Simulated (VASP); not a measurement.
# MgO (Cm) in VASP: further runs

Runs on MgO. Level: PBE. Tasks: single point.

Program: VASP 6.6.1. These are calculated values, not measurements. Logs are shortened: lines on timing, memory, paths and dates and some standing lists are left out, and cuts for length are marked.

## Step 1: The cell of the first run

The structure is monoclinic, space group Cm (No. 8). The conventional cell has a = 10.445 Å, b = 3.521 Å, c = 6.099 Å, α = 90.00°, β = 125.73°, γ = 90.00°. Within 2.9 Å of Mg (site symmetry m) lie 5 O at 2.03 to 2.19 Å and 3 Mg at 2.78 to 2.83 Å. Within 2.6 Å of Mg (site symmetry m) lie 5 O at 1.99 to 2.25 Å. Mg (site symmetry m) has 5 O at 1.94 to 2.16 Å within 2.6 Å. Within 2.6 Å of Mg (site symmetry m) lie 5 O at 1.97 to 2.14 Å. O (site symmetry m) has 5 Mg at 1.94 to 2.05 Å within 2.6 Å. Within 3.0 Å of O (site symmetry m) lie 5 Mg at 2.10 to 2.25 Å and 6 O at 2.90 to 2.95 Å. O (site symmetry m) has 5 Mg at 2.03 to 2.14 Å within 2.7 Å. O (site symmetry m) has 5 Mg at 2.03 to 2.16 Å within 2.7 Å.

## Step 2: Single point, PBE (atoms displaced along several vibrational modes)

Contents of INCAR:

```
ALGO     = Normal         # electronic algorithm
EDIFF    = 1E-6           # SCF threshold, eV
ENCUT    = 520            # plane-wave cutoff, eV
GGA      = PE             # functional
ISIF     = 2              # what is computed and relaxed
ISMEAR   = 0              # smearing method
LASPH    = True           # aspherical terms in the spheres
LCHARG   = False          # write CHGCAR
LREAL    = False          # projectors in reciprocal space
LWAVE    = False          # write WAVECAR
NBANDS   = 26             # bands
NELM     = 80             # most SCF steps
PREC     = Accurate       # precision mode
SIGMA    = 0.05           # smearing width, eV
```

Contents of KPOINTS:

```
k-points
0
Gamma
  8 8 8
```

Contents of POSCAR:

```
MgO
1.0
    3.5213164963      0.0000000000      0.0000000000
    1.7606582482     -3.0495495405     -4.2393824239
    1.7606582481      3.0495495406     -4.2393824239
Mg O
4 4
Direct
    0.8649715804      0.4683617537      0.8016950856
    0.3878233251      0.9455100075      0.2788433423
    0.1263974523      0.5610919618      0.1861131335
    0.6263974531      0.0194464661      0.7277586276
    0.6228770493      0.6999651974      0.0542807039
    0.1228770492      0.2209473706      0.5332985309
    0.3741137300      0.2925529363      0.9592196036
    0.8716403685      0.7950262986      0.4616929644
```

Potentials or basis: VASP PAW PBE potentials, release 64 (Mg, O).

Started as:

```
cat potpaw_PBE.64/Mg/POTCAR potpaw_PBE.64/O/POTCAR > POTCAR
mpirun -np 1 vasp_std > vasp.out
```

OUTCAR:

```text
EDIFF = 1E-6
   ENCUT = 520
   GGA = PE
   ISIF = 2
   ISMEAR = 0
   LASPH = True
   LREAL = False
   NELM = 80
   PREC = Accurate

 ion  position               nearest neighbor table
   1  0.865  0.468  0.802-   8 2.03   7 2.03   7 2.03   5 2.05   6 2.19   4 2.78   3 2.83   3 2.83
                             4 3.05   4 3.05   3 3.09   2 3.53   2 3.53   2 3.53   2 3.53
   2  0.388  0.946  0.279-   5 1.99   7 2.04   8 2.04   8 2.04   6 2.25   4 2.78   3 2.83   3 2.83
                             4 3.05   4 3.05   3 3.09   1 3.53   1 3.53   1 3.53   1 3.53
   3  0.126  0.561  0.186-   5 1.94   5 1.94   6 2.10   7 2.10   8 2.16   2 2.83   2 2.83   1 2.83
                             1 2.83   1 3.09   2 3.09   4 3.30   4 3.30
   4  0.626  0.019  0.728-   5 1.97   8 2.08   6 2.14   6 2.14   7 2.14   1 2.78   2 2.78   2 3.05
                             2 3.05   1 3.05   1 3.05   3 3.30   3 3.30
   5  0.623  0.700  0.054-   3 1.94   3 1.94   4 1.97   2 1.99   1 2.05
   6  0.123  0.221  0.533-   3 2.10   4 2.14   4 2.14   1 2.19   2 2.25
   7  0.374  0.293  0.959-   1 2.03   1 2.03   2 2.04   3 2.10   4 2.14
   8  0.872  0.795  0.462-   1 2.03   2 2.04   2 2.04   4 2.08   3 2.16

  LATTYP: Found a body centered orthorhombic cell.
 ALAT       =     3.5213164963
 B/A-ratio  =     1.7320508076
 C/A-ratio  =     2.4078394705

  Lattice vectors:

 A1 = (  -1.7606582482,   3.0495495405,   4.2393824239)
 A2 = (   1.7606582482,  -3.0495495406,   4.2393824239)
 A3 = (   1.7606582481,   3.0495495406,  -4.2393824239)

Analysis of symmetry for initial positions (statically):
=====================================================================
 Subroutine PRICEL returns:
 Original cell was already a primitive cell.

 Routine SETGRP: Setting up the symmetry group for a
 body centered orthorhombic supercell.

 Subroutine GETGRP returns: Found  2 space group operations
 (whereof  2 operations were pure point group operations)
 out of a pool of  8 trial point group operations.

The static configuration has the point symmetry C_1h.

Analysis of symmetry for dynamics (positions and initial velocities):
=====================================================================
 Subroutine PRICEL returns:
 Original cell was already a primitive cell.

 Routine SETGRP: Setting up the symmetry group for a
 body centered orthorhombic supercell.

 Subroutine GETGRP returns: Found  2 space group operations
 (whereof  2 operations were pure point group operations)
 out of a pool of  8 trial point group operations.

The dynamic configuration has the point symmetry C_1h.

 Subroutine INISYM returns: Found  2 space group operations
 (whereof  2 operations are pure point group operations),
 and found     1 'primitive' translations

----------------------------------------------------------------------------------------

                                     Primitive cell

  volume of cell :      91.0486

  direct lattice vectors                    reciprocal lattice vectors
     3.521316496  0.000000000  0.000000000     0.283984697  0.000000000  0.117941707
     1.760658248 -3.049549541 -4.239382424     0.000000000 -0.163958642 -0.117941707
     1.760658248  3.049549541 -4.239382424     0.000000000  0.163958642 -0.117941707

  length of vectors
     3.521316496  5.511082761  5.511082761     0.307502121  0.201971984  0.201971984

  position of ions in fractional coordinates (direct lattice)
     0.864971580  0.468361754  0.801695086
     0.387823325  0.945510007  0.278843342
     0.126397452  0.561091962  0.186113134
     0.626397453  0.019446466  0.727758628
     0.622877049  0.699965197  0.054280704
     0.122877049  0.220947371  0.533298531
     0.374113730  0.292552936  0.959219604
     0.871640369  0.795026299  0.461692964

  ion indices of the primitive-cell ions
   primitive index   ion index
                 1           1
                 2           2
                 3           3
                 4           4
                 5           5
                 6           6
                 7           7
                 8           8

----------------------------------------------------------------------------------------

 KPOINTS: k-points

Automatic generation of k-mesh.
 Grid dimensions read from file:
 generate k-points for:    8    8    8

 Generating k-lattice:

  Cartesian coordinates                     Fractional coordinates (reciprocal lattice)
     0.035498087  0.000000000  0.014742713     0.125000000 -0.000000000  0.000000000
     0.000000000 -0.020494830 -0.014742713     0.000000000  0.125000000  0.000000000
     0.000000000  0.020494830 -0.014742713     0.000000000  0.000000000  0.125000000

  Length of vectors
     0.038437765  0.025246498  0.025246498

  Shift w.r.t. Gamma in fractional coordinates (k-lattice)
     0.000000000  0.000000000  0.000000000

 Subroutine IBZKPT returns following result:
 ===========================================

 Found    150 irreducible k-points:

 Following reciprocal coordinates:
            Coordinates               Weight
  0.000000  0.000000  0.000000      1.000000
  0.125000  0.000000  0.000000      4.000000
  0.250000  0.000000  0.000000      4.000000
  0.375000 -0.000000 -0.000000      4.000000
  0.500000  0.000000  0.000000      2.000000
  0.000000  0.125000  0.000000      2.000000
[... 16 lines left out ...]
  0.125000  0.250000 -0.000000      4.000000
 -0.125000 -0.000000 -0.250000      4.000000
 [... further k-points ...]
   k-points           NKPTS =    150   k-points in BZ     NKDIM =    150   number of bands    NBANDS=     26
   number of dos      NEDOS =    301   number of ions     NIONS =      8
   total plane-waves  NPLWV =  49392
   dimension x,y,z NGX =    28 NGY =   42 NGZ =   42
   dimension x,y,z NGXF=    56 NGYF=   84 NGZF=   84
   ions per type =               4   4
   NGX,Y,Z   is equivalent  to a cutoff of  13.22, 12.67, 12.67 a.u.
   NGXF,Y,Z  is equivalent  to a cutoff of  26.44, 25.34, 25.34 a.u.
 SYSTEM =  unknown system
   PREC   = accura    normal or accurate (medium, high low for compatibility)
   ISTART =      0    job   : 0-new  1-cont  2-samecut
   ICHARG =      2    charge: 1-file 2-atom 10-const
   ISPIN  =      1    spin polarized calculation?
   LNONCOLLINEAR =      F non collinear calculations
   LSORBIT =      F    spin-orbit coupling
   LASPH  =      T    aspherical Exc in radial PAW
   ENCUT  =  520.0 eV  38.22 Ry    6.18 a.u.   6.55 10.25 10.25*2*pi/ulx,y,z
   NELM   =     80;   NELMIN=  2; NELMDL= -5     # of ELM steps
   EDIFF  = 0.1E-05   stopping-criterion for ELM
   LREAL  =      F    real-space projection
   EDIFFG = 0.1E-04   stopping-criterion for IOM
   NSW    =      0    number of steps for IOM
   IBRION =     -1    ionic relax: 0-MD 1-quasi-New 2-CG
   NFREE  =      0    steps in history (QN), initial steepest desc. (CG)
   ISIF   =      2    stress and relaxation
   ISYM   =      2    0-nonsym 1-usesym 2-fastsym
   POTIM  = 0.5000    time-step for ionic-motion
   TEBEG  =    0.0;   TEEND  =   0.0 temperature during run
   PSTRESS=    0.0 pullay stress
   NELECT =      32.0000    total number of electrons
   NUPDOWN=      -1.0000    fix difference up-down
   EMIN   =  10.00;   EMAX   =-10.00  energy-range for DOS
   EFERMI =   0.00;   METHOD = LEGACY
   ISMEAR =     0;   SIGMA  =   0.05  broadening in eV -4-tet -1-fermi 0-gaus
   EFERMI_NEDOS =   21; number of points for ismear=-14 and -15
   IALGO  =     38    algorithm
   IMIX   =      4    mixing-type and parameters
     AMIX     =   0.40;   BMIX     =  1.00
     AMIX_MAG =   1.60;   BMIX_MAG =  1.00
  volume/ion in A,a.u.               =      11.38        76.80
  Fermi-wavevector in a.u.,A,eV,Ry     =   1.155315  2.183229 18.160411  1.334753
  Thomas-Fermi vector in A             =   2.291944
   LORBIT       =      0    0 simple, 1 ext, 2 COOP (PROOUT), +10 PAW based schemes
   GGA     = PE    functional components
   LHFCALC =     F    Hartree Fock is set to
   AEXX    =    0.0000 exact exchange contribution
   IVDW    =     0    specifies the selected vdW correction
   LEPSILON=     F    determine dielectric tensor
   LRPA    =     F    only Hartree local field effects (RPA)
 non-spin polarized calculation
 Gauss-broadening in eV      SIGMA  =   0.05
  energy-cutoff  :      520.00
  volume of cell :       91.05
 maximum number of plane-waves:      2484
 NGX is ok and might be reduce to    28
   NGX = 13   NGY = 21   NGZ = 21

 number of electron      31.9999993 magnetization

 Free energy of the ion-electron system (eV)
  ---------------------------------------------------
  ext. energy  EPLUGINS =         0.00000000
  ---------------------------------------------------
  free energy    TOTEN  =       -46.73796487 eV

  energy without entropy =      -46.73796487  energy(sigma->0) =      -46.73796487

 E-fermi :   2.4641     XC(G=0):  -9.9282

 val. band max:        2.2556226439   @ k =   0.0000   0.0000   0.0000
 cond. band min:       4.8656720737   @ k =   0.0000   0.0000   0.0000
 fundamental gap:      2.6100494299
 Fermi energy:         2.4641425527

 k-point     1 :       0.0000    0.0000    0.0000
  band No.  band energies     occupation
      1     -15.5805      2.00000
      2     -14.2942      2.00000
      3     -14.0783      2.00000
      4     -12.9940      2.00000
      5      -2.5167      2.00000
      6      -2.1735      2.00000
[... 18 lines left out ...]
     25      14.2581      0.00000
     26      15.2760      0.00000

 k-point     2 :       0.1250    0.0000    0.0000
  band No.  band energies     occupation
      1     -15.5375      2.00000
      2     -14.2818      2.00000
      3     -14.0699      2.00000
      4     -12.9974      2.00000
      5      -2.4412      2.00000
      6      -2.0774      2.00000
[... 18 lines left out ...]
     25      14.3163      0.00000
[... 608 lines left out ...]
     25      14.3463      0.00000
     26      14.4899      0.00000

 k-point    24 :      -0.1250   -0.0000   -0.2500
  band No.  band energies     occupation
      1     -15.5116      2.00000
      2     -14.2725      2.00000
      3     -14.1048      2.00000
      4     -13.0155      2.00000
      5      -2.3397      2.00000
      6      -1.9802      2.00000
[... 18 lines left out ...]
     25      14.3323      0.00000
     26      14.5008      0.00000

 [... further k-points ...]
[... 5 lines left out ...]
  --------------------------------------------------------------------------------------
  -------------------------------------------------------------------------------------
  Total        0.9801072     -0.5111261      0.6505069      0.0000000      0.0136460     -0.0000000
  in kB       17.2468911     -8.9942579     11.4469329      0.0000000      0.2401271     -0.0000000
  external PRESSURE =       6.5665220 kB  Pullay stress =       0.0000000 kB

 VOLUME and BASIS-vectors are now :
 -----------------------------------------------------------------------------
  energy-cutoff  :      520.00
  volume of cell :       91.05
      direct lattice vectors                 reciprocal lattice vectors
     3.521316496  0.000000000  0.000000000     0.283984697  0.000000000  0.117941707
     1.760658248 -3.049549541 -4.239382424     0.000000000 -0.163958642 -0.117941707
     1.760658248  3.049549541 -4.239382424     0.000000000  0.163958642 -0.117941707

 POSITION                                       TOTAL-FORCE (eV/Angst)
 -----------------------------------------------------------------------------------
      5.28197      1.01652     -5.38426        -0.000000      0.088792      1.953327
      3.52132     -2.03303     -5.19050        -0.000000      0.099372     -2.266123
      1.76066     -1.14352     -3.16769        -0.000000      2.603778     -0.096923
      3.52132      2.16003     -3.16769         0.000000     -2.781039     -0.140402
      3.52132     -1.96905     -3.19754         0.000000     -0.866221      0.259449
      1.76066      0.95253     -3.19754        -0.000000      0.874686      0.043117
      3.52132      2.03303     -5.30674         0.000000     -0.006885     -0.027733
      5.28197     -1.01652     -5.32771         0.000000     -0.012484      0.275288
 -----------------------------------------------------------------------------------
    total drift:                                0.000070     -0.000679      0.000098

  FREE ENERGIE OF THE ION-ELECTRON SYSTEM (eV)
  ---------------------------------------------------
  free  energy   TOTEN  =       -46.7379648710 eV

  energy  without entropy=      -46.7379648710  energy(sigma->0) =      -46.73796487
```

Run time: 6.3 min. Hardware: 1 thread of Oxide Virtual Turin-like, shared host; peak memory 0.38 GiB.

Results:

* Free energy: -46.7380 eV
* Pressure: 0.7 GPa
* Largest force: 2.785 eV/Å
* Band gap on the k mesh: 2.61 eV

Forces on the atoms (eV/Å):
```
Mg   0.000  0.089  1.953
Mg   0.000  0.099 -2.266
Mg   0.000  2.604 -0.097
Mg   0.000 -2.781 -0.140
O    0.000 -0.866  0.259
O    0.000  0.875  0.043
O    0.000 -0.007 -0.028
O    0.000 -0.012  0.275
```

Caveat: the cell differs from its parent crystal (atoms displaced along several vibrational modes); forces of over 1 eV/Å act on the atoms, so gaps and moduli don't describe the material at rest.

(Part 1 of 2 ends here.)
